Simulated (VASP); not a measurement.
Write the native input for VASP 6.6.1 that does the following.

```yaml
Task: relaxation of cell and atoms
Functional: PBEsol
Potentials_or_basis: VASP PAW PBE potentials, release 64 (Li_sv, H)
Cutoff: 600 eV
k_mesh: 10 × 10 × 10
Occupations: gaussian, width 0.01 eV
Spin: no spin polarisation
Target_pressure: 7 GPa
Dipole_correction: no
Further_INCAR_settings: ALGO = Normal; EDIFF = 1e-06; IBRION = 2; EDIFFG = -0.002; NSW = 100; ISIF = 3
```

The structure of LiH lies in POSCAR:

```
LiH
1.0
    0.0000000000      1.9903704688      1.9903704688
    1.9903704688      0.0000000000      1.9903704688
    1.9903704688      1.9903704688      0.0000000000
Li H
1 1
Direct
    0.0000000000      0.0000000000      0.0000000000
    0.5000000000      0.5000000000      0.5000000000
```

The input as run:

INCAR

```
SYSTEM = LiH
PREC = Accurate
ENCUT = 600
EDIFF = 1E-6
ISMEAR = 0
SIGMA = 0.01
LREAL = .FALSE.
LASPH = .TRUE.
NELM = 100
ALGO = Normal
ISIF = 3
LWAVE = .FALSE.
LCHARG = .FALSE.
GGA = PS
IBRION = 2
NSW = 100
EDIFFG = -0.002
PSTRESS = 70.0
```

KPOINTS

```
Automatic mesh
0
G
  10 10 10
  0 0 0
```

Potentials or basis: VASP PAW PBE potentials, release 64 (Li_sv, H).

The run is started by

```sh
$ cat potpaw_PBE.64/Li_sv/POTCAR potpaw_PBE.64/H/POTCAR > POTCAR
$ mpirun -np 1 vasp_std > vasp.out
```

Results of the run:

| Property | Result |
| --- | --- |
| Relaxed volume | 6.78 Å³/atom |
| Relaxed cell | a = 2.677 Å, b = 2.677 Å, c = 2.677 Å, α = 60.00°, β = 60.00°, γ = 60.00° |
| Space group after relaxing (to 0.05 Å) | Fm-3m (No. 225) |
| Energy change on relaxing (the enthalpy is what falls) | +20.9 meV/atom |
| Ionic steps | 22 |
| Pressure after relaxing | 7.0 GPa |
| Band gap on the k mesh | 2.57 eV, direct |

Caveat: the cutoff is under 1.25 times the usual one of these potentials, so pressure, stress and relaxed cells hold a basis-set (Pulay) error; the cell is relaxed towards a set pressure, so the enthalpy falls and the energy may rise; the PAW data sets were made with another functional, which shifts forces and pressure a little.

Wall time 46 s on 1 thread of Intel Xeon 8259CL, on a shared host, peak memory 0.13 GiB.
